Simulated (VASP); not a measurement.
Here is a VASP 6.6.1 calculation.

Contents of INCAR:

```
  ALGO = Normal
  EDIFF = 1E-8
  ENCUT = 610
  GGA_COMPAT = F
  ISIF = 2
  ISMEAR = -1
  LASPH = T
  LCHARG = F
  LEFG = T
  LREAL = F
  LWAVE = F
  NBANDS = 33
  NELM = 120
  PREC = Accurate
  SIGMA = 0.15
```

KPOINTS

```
k-points
0
Gamma
  14 14 8
```

File POSCAR:

```
CuO
1.0
    2.0103211437     -2.0154209936      0.1599984018
    2.0103211437      2.0154209936      0.1599984018
   -0.4007268583      0.0000000000      5.0344714502
Cu O
2 2
Direct
   -0.0057500000      0.4942500000      0.0018500000
    0.4942500000     -0.0057500000      0.5018500000
    0.4942525538      0.4942474462      0.2518500000
    0.4942474462      0.4942525538      0.7518500000
```

Potentials or basis: VASP PAW LDA potentials, release 64 (Cu_sv_GW, O).

Launch:

```sh
$ cat potpaw_LDA.64/Cu_sv_GW/POTCAR potpaw_LDA.64/O/POTCAR > POTCAR
$ mpirun -np 1 vasp_std > vasp.out
```

Task: Predict the band gap on the k mesh.

Result: Zero (bands 25 and 26 overlap by 1.22 eV).

Task: What does it give for the pressure?

Result: -1.8 GPa.

Electric field gradients, principal values (V/Å²):
```csv
atom,least,middle,greatest (by size)
1 Cu,-13.373,-17.428,30.801
2 Cu,-13.373,-17.428,30.801
3 O,-5.077,-5.159,10.236
4 O,-5.077,-5.159,10.236
```

Caveat: without QUAD_EFG the Cq values of the log hold for a quadrupole moment of 1 mb, not for the nuclei; semilocal functionals often make such compounds metallic where correlation or magnetic order opens a gap, which also shifts bond lengths. With open d or f shells a metallic result of LDA can be an artefact of self-interaction; +U or a hybrid may open a gap.
